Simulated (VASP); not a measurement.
# Sb (P6_3/mmc) in VASP: single point with PBE

Aim: the single point of Sb with PBE.

Everything below comes from runs of VASP 6.6.1. Logs are shortened: lines on timing, memory, paths and dates and some standing lists are left out, and cuts for length are marked.

## 1. The cell of the first run

Symmetry: P6_3/mmc, No. 194, hexagonal system. The conventional cell has a = 3.377 Å, b = 3.377 Å, c = 5.559 Å, α = 90.00°, β = 90.00°, γ = 120.00°. Within 4.4 Å of Sb (site symmetry -6m2) lie 12 Sb at 3.38 to 3.40 Å.

This isn't the form of Sb at room conditions, which is rhombohedral.

## 2. Single point, PBE

The input, INCAR:

```
SYSTEM = Sb
PREC = Accurate
ENCUT = 520
EDIFF = 1E-6
ISMEAR = -1
SIGMA = 0.05
LREAL = .False.
LASPH = .True.
NELM = 60
ALGO = Normal
ISIF = 2
LWAVE = .False.
LCHARG = .True.
GGA = PE
LELF = .True.
LVHAR = .True.
NBANDS = 12
```

The input, KPOINTS:

```
Automatic mesh
0
Gamma
  14 14 8
  0 0 0
```

The input, POSCAR:

```
Sb
1.0
    3.3771613043      0.0000000000      0.0000000000
   -1.6885806522      2.9247074822      0.0000000000
    0.0000000000      0.0000000000      5.5585399059
Sb
2
Direct
    0.3333333333      0.6666666667      0.2500000000
    0.6666666667      0.3333333333      0.7500000000
```

Potentials or basis: VASP PAW PBE potentials, release 64 (Sb).

Launch:

```bash
> cat potpaw_PBE.64/Sb/POTCAR > POTCAR
> mpirun -np 1 vasp_std > vasp.out
```

OUTCAR:

```text
SYSTEM = Sb
   PREC = Accurate
   ENCUT = 520
   EDIFF = 1E-6
   ISMEAR = -1
   LREAL = .False.
   LASPH = .True.
   NELM = 60
   ISIF = 2
   GGA = PE

 ion  position               nearest neighbor table
   1  0.333  0.667  0.250-   2 3.40   2 3.40   2 3.40   2 3.40   2 3.40   2 3.40
   2  0.667  0.333  0.750-   1 3.40   1 3.40   1 3.40   1 3.40   1 3.40   1 3.40

  LATTYP: Found a hexagonal cell.
 ALAT       =     3.3771613043
 C/A-ratio  =     1.6459207616

  Lattice vectors:

 A1 = (   3.3771613043,   0.0000000000,   0.0000000000)
 A2 = (  -1.6885806522,   2.9247074822,   0.0000000000)
 A3 = (   0.0000000000,   0.0000000000,   5.5585399059)

Analysis of symmetry for initial positions (statically):
=====================================================================
 Subroutine PRICEL returns:
 Original cell was already a primitive cell.

 Routine SETGRP: Setting up the symmetry group for a
 hexagonal supercell.

 Subroutine GETGRP returns: Found 24 space group operations
 (whereof 12 operations were pure point group operations)
 out of a pool of 24 trial point group operations.

The static configuration has the point symmetry D_3d.
 The point group associated with its full space group is D_6h.

Analysis of symmetry for dynamics (positions and initial velocities):
=====================================================================
 Subroutine PRICEL returns:
 Original cell was already a primitive cell.

 Routine SETGRP: Setting up the symmetry group for a
 hexagonal supercell.

 Subroutine GETGRP returns: Found 24 space group operations
 (whereof 12 operations were pure point group operations)
 out of a pool of 24 trial point group operations.

The dynamic configuration has the point symmetry D_3d.
 The point group associated with its full space group is D_6h.

 Subroutine INISYM returns: Found 24 space group operations
 (whereof 12 operations are pure point group operations),
 and found     1 'primitive' translations

----------------------------------------------------------------------------------------

                                     Primitive cell

  volume of cell :      54.9029

  direct lattice vectors                    reciprocal lattice vectors
     3.377161304  0.000000000  0.000000000     0.296106674  0.170957268  0.000000000
    -1.688580652  2.924707482  0.000000000     0.000000000  0.341914535  0.000000000
     0.000000000  0.000000000  5.558539906     0.000000000  0.000000000  0.179903359

  length of vectors
     3.377161304  3.377161304  5.558539906     0.341914535  0.341914535  0.179903359

  position of ions in fractional coordinates (direct lattice)
     0.333333333  0.666666667  0.250000000
     0.666666667  0.333333333  0.750000000

  ion indices of the primitive-cell ions
   primitive index   ion index
                 1           1
                 2           2

----------------------------------------------------------------------------------------

 KPOINTS: Automatic mesh

Automatic generation of k-mesh.
 Grid dimensions read from file:
 generate k-points for:   14   14    8

 Generating k-lattice:

  Cartesian coordinates                     Fractional coordinates (reciprocal lattice)
     0.021150477  0.012211233  0.000000000     0.071428571 -0.000000000  0.000000000
     0.000000000  0.024422467  0.000000000     0.000000000  0.071428571  0.000000000
     0.000000000  0.000000000  0.022487920     0.000000000  0.000000000  0.125000000

  Length of vectors
     0.024422467  0.024422467  0.022487920

  Shift w.r.t. Gamma in fractional coordinates (k-lattice)
     0.000000000  0.000000000  0.000000000

 Subroutine IBZKPT returns following result:
 ===========================================

 Found    120 irreducible k-points:

 Following reciprocal coordinates:
            Coordinates               Weight
  0.000000  0.000000  0.000000      1.000000
  0.071429  0.000000  0.000000      6.000000
  0.142857  0.000000  0.000000      6.000000
  0.214286  0.000000  0.000000      6.000000
  0.285714  0.000000  0.000000      6.000000
  0.357143  0.000000  0.000000      6.000000
[... 16 lines left out ...]
  0.285714  0.285714  0.000000      6.000000
  0.357143  0.285714  0.000000      6.000000
 [... further k-points ...]
   k-points           NKPTS =    120   k-points in BZ     NKDIM =    120   number of bands    NBANDS=     12
   number of dos      NEDOS =    301   number of ions     NIONS =      2
   total plane-waves  NPLWV =  32928
   dimension x,y,z NGX =    28 NGY =   28 NGZ =   42
   dimension x,y,z NGXF=    56 NGYF=   56 NGZF=   84
   ions per type =               2
   NGX,Y,Z   is equivalent  to a cutoff of  13.78, 13.78, 12.56 a.u.
   NGXF,Y,Z  is equivalent  to a cutoff of  27.57, 27.57, 25.12 a.u.
 SYSTEM =  Sb
   PREC   = accura    normal or accurate (medium, high low for compatibility)
   ISTART =      0    job   : 0-new  1-cont  2-samecut
   ICHARG =      2    charge: 1-file 2-atom 10-const
   ISPIN  =      1    spin polarized calculation?
   LNONCOLLINEAR =      F non collinear calculations
   LSORBIT =      F    spin-orbit coupling
   LASPH  =      T    aspherical Exc in radial PAW
   ENCUT  =  520.0 eV  38.22 Ry    6.18 a.u.   6.28  6.28 10.34*2*pi/ulx,y,z
   NELM   =     60;   NELMIN=  2; NELMDL= -5     # of ELM steps
   EDIFF  = 0.1E-05   stopping-criterion for ELM
   LREAL  =      F    real-space projection
[... 7 lines left out ...]
   TEBEG  =    0.0;   TEEND  =   0.0 temperature during run
   PSTRESS=    0.0 pullay stress
   NELECT =      10.0000    total number of electrons
   NUPDOWN=      -1.0000    fix difference up-down
   EMIN   =  10.00;   EMAX   =-10.00  energy-range for DOS
   EFERMI =   0.00;   METHOD = LEGACY
   ISMEAR =    -1;   SIGMA  =   0.05  broadening in eV -4-tet -1-fermi 0-gaus
   EFERMI_NEDOS =   21; number of points for ismear=-14 and -15
   IALGO  =     38    algorithm
   IMIX   =      4    mixing-type and parameters
     AMIX     =   0.40;   BMIX     =  1.00
     AMIX_MAG =   1.60;   BMIX_MAG =  1.00
  volume/ion in A,a.u.               =      27.45       185.25
  Fermi-wavevector in a.u.,A,eV,Ry     =   0.927990  1.753646 11.716861  0.861165
  Thomas-Fermi vector in A             =   2.054118
   LORBIT       =      0    0 simple, 1 ext, 2 COOP (PROOUT), +10 PAW based schemes
   GGA     = PE    functional components
   LHFCALC =     F    Hartree Fock is set to
   AEXX    =    0.0000 exact exchange contribution
   IVDW    =     0    specifies the selected vdW correction
   LEPSILON=     F    determine dielectric tensor
   LRPA    =     F    only Hartree local field effects (RPA)
 non-spin polarized calculation
  energy-cutoff  :      520.00
  volume of cell :       54.90
 maximum number of plane-waves:      1509
 NGX is ok and might be reduce to    28
   NGX = 13   NGY = 13   NGZ = 21

 number of electron      10.0000001 magnetization

 Free energy of the ion-electron system (eV)
  ---------------------------------------------------
  ext. energy  EPLUGINS =         0.00000000
  ---------------------------------------------------
  free energy    TOTEN  =        -7.72642000 eV

  energy without entropy =       -7.71238259  energy(sigma->0) =       -7.71940129

 E-fermi :   8.3105     XC(G=0): -10.1470

 val. band max:        8.3082059345   @ k =   0.1429   0.0714   0.1250
 cond. band min:       8.3183298701   @ k =   0.2857   0.1429   0.3750
 fundamental gap:      0.0101239356
 Fermi energy:         8.3104870679

 k-point     1 :       0.0000    0.0000    0.0000
  band No.  band energies     occupation
      1      -4.4999      2.00000
      2      -0.9230      2.00000
      3       2.5693      2.00000
      4      11.8478      0.00000
      5      11.8478      0.00000
      6      13.3955      0.00000
      7      13.3955      0.00000
      8      13.4163      0.00000
      9      15.9776      0.00000
     10      17.2042      0.00000
     11      18.1578      0.00000
     12      18.1578      0.00000

 k-point     2 :       0.0714    0.0000    0.0000
  band No.  band energies     occupation
      1      -4.4113      2.00000
      2      -0.8450      2.00000
      3       2.6619      2.00000
      4      10.9306      0.00000
      5      11.5061      0.00000
      6      12.9020      0.00000
      7      13.3405      0.00000
      8      13.4645      0.00000
      9      16.3498      0.00000
     10      16.9718      0.00000
     11      18.2098      0.00000
     12      18.2561      0.00000

 k-point     3 :       0.1429    0.0000    0.0000
  band No.  band energies     occupation
      1      -4.1462      2.00000
      2      -0.6151      2.00000
      3       2.9378      2.00000
      4       9.1891      0.00000
      5      10.8282      0.00000
      6      11.6932      0.00000
      7      13.0288      0.00000
      8      13.3572      0.00000
      9      15.3931      0.00000
     10      17.5272      0.00000
     11      17.8204      0.00000
     12      18.4799      0.00000
[... 286 lines left out ...]
 k-point    23 :       0.2857    0.2857    0.0000
  band No.  band energies     occupation
      1      -0.6495      2.00000
      2       0.7047      2.00000
      3       4.3042      2.00000
      4       5.2322      2.00000
      5       6.5672      2.00000
      6       6.8672      2.00000
      7       7.8539      1.99978
      8       8.4850      0.05913
      9      12.2404      0.00000
     10      18.9610      0.00000
     11      19.2992      0.00000
     12      19.8667      0.00000

 k-point    24 :       0.3571    0.2857    0.0000
  band No.  band energies     occupation
      1      -0.1096      2.00000
      2       0.3852      2.00000
      3       4.0156      2.00000
      4       5.8741      2.00000
      5       6.1132      2.00000
      6       7.1718      2.00000
      7       7.5157      2.00000
      8       7.9071      1.99937
      9      11.9852      0.00000
     10      19.0705      0.00000
     11      20.4559      0.00000
     12      20.8436      0.00000

 [... further k-points ...]

------------------------ aborting loop because EDIFF is reached ----------------------------------------

  FORCE on cell =-STRESS in cart. coord.  units (eV):
  Direction    XX          YY          ZZ          XY          YZ          ZX
  --------------------------------------------------------------------------------------
  -------------------------------------------------------------------------------------
  Total       -0.0478861     -0.0478861     -0.0465447      0.0000000      0.0000000      0.0000000
  in kB       -1.3974138     -1.3974138     -1.3582681      0.0000000      0.0000000      0.0000000
  external PRESSURE =      -1.3843652 kB  Pullay stress =       0.0000000 kB

 VOLUME and BASIS-vectors are now :
 -----------------------------------------------------------------------------
  energy-cutoff  :      520.00
  volume of cell :       54.90
      direct lattice vectors                 reciprocal lattice vectors
     3.377161304  0.000000000  0.000000000     0.296106674  0.170957268  0.000000000
    -1.688580652  2.924707482  0.000000000     0.000000000  0.341914535  0.000000000
     0.000000000  0.000000000  5.558539906     0.000000000  0.000000000  0.179903359

 POSITION                                       TOTAL-FORCE (eV/Angst)
 -----------------------------------------------------------------------------------
     -0.00000      1.94980      1.38963         0.000000      0.000000      0.000000
      1.68858      0.97490      4.16890        -0.000000     -0.000000      0.000000
 -----------------------------------------------------------------------------------
    total drift:                                0.000000     -0.000000      0.000000

  FREE ENERGIE OF THE ION-ELECTRON SYSTEM (eV)
  ---------------------------------------------------
  free  energy   TOTEN  =        -7.7264199975 eV

  energy  without entropy=       -7.7123825900  energy(sigma->0) =       -7.71940129
```

Run time: 77 s. Hardware: 1 thread of AMD EPYC 7R13, shared host; peak memory 0.18 GiB.

What came out:

* Free energy: -7.7264 eV
* Pressure: -0.1 GPa
* Band gap on the k mesh: zero (bands 5 and 6 overlap by 7.24 eV)

Caveat: spin-orbit coupling is left out, which moves the levels of the heavy elements.
